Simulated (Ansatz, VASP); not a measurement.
Ge in VASP and in Ansatz

Contents of INCAR:

```
SYSTEM = Ge
  PREC = Accurate
  ENCUT = 520
  EDIFF = 1E-8
  ISMEAR = -1
  SIGMA = 0.05
  LREAL = .FALSE.
  LASPH = .TRUE.
  NELM = 80
  ALGO = Normal
  ISIF = 2
  LWAVE = .FALSE.
  LCHARG = .FALSE.
  GGA = PE
  LEFG = .TRUE.
  NBANDS = 21
```

The input KPOINTS:

```
Automatic mesh
0
G
  10 10 10
  0 0 0
```

The input POSCAR:

```
Ge
1.0
   -0.0848631000      2.7863384500      2.7863384500
    2.7863384500     -0.0848631000      2.7863384500
    2.7863384500      2.7863384500     -0.0848631000
Ge
2
Direct
    0.5000000000      0.5000000000      0.5000000000
    0.7500000000      0.7500000000      0.7500000000
```

Input for Ansatz:

```yaml
crystal:
  lattice:
    - [-0.0848631, 2.78633845, 2.78633845]
    - [2.78633845, -0.0848631, 2.78633845]
    - [2.78633845, 2.78633845, -0.0848631]
  atoms:
    - { symbol: Ge, position: [0.5, 0.5, 0.5] }
    - { symbol: Ge, position: [0.75, 0.75, 0.75] }
kpoints:
  mp_grid: { grid: [10, 10, 10] }
scf:
  occupations: { method: fermi_dirac, width: 0.05 }
hamiltonian:
  xc: pbe
  pseudopotentials: { kind: all_electron, datasets: crystal }
output:
  forces: true
  stress: true
  eigenvalues: true
  efg: { contact_densities: true }
```

Change from the starting cell: equal xy, yz and zx shear strains of -3 %, crystal datasets.

Alike in both runs: task electric field gradients; functional PBE; k mesh 10 × 10 × 10; occupations fermi-dirac, width 0.05 eV; no spin polarisation.

|  | VASP | Ansatz |
| --- | --- | --- |
| version | VASP 6.6.1 | Ansatz 0.2.0 |
| potentials or method | VASP PAW PBE potentials, release 64 (Ge_d), cutoff 520 eV | all-electron PAW with datasets made for the crystal, scalar-relativistic |

|  | VASP | Ansatz | Ansatz less VASP |
| --- | --- | --- | --- |
| pressure (GPa) | 3.9 | 4.0 | +0.06 |
| traceless stress, the component that is largest in VASP (GPa) | 2.73 | 2.73 | +0.003 |
| rms of the force components (eV/Å) | 0.329 | 0.330 | +0.0012 |
| size of Vzz on the site where it differs most (V/Å²) | 30.0 | 29.5 | -0.51 |

Atom by atom the forces differ by 0.001 eV/Å (rms over components). Ansatz ran all-electron here, and VASP with PAW potentials.
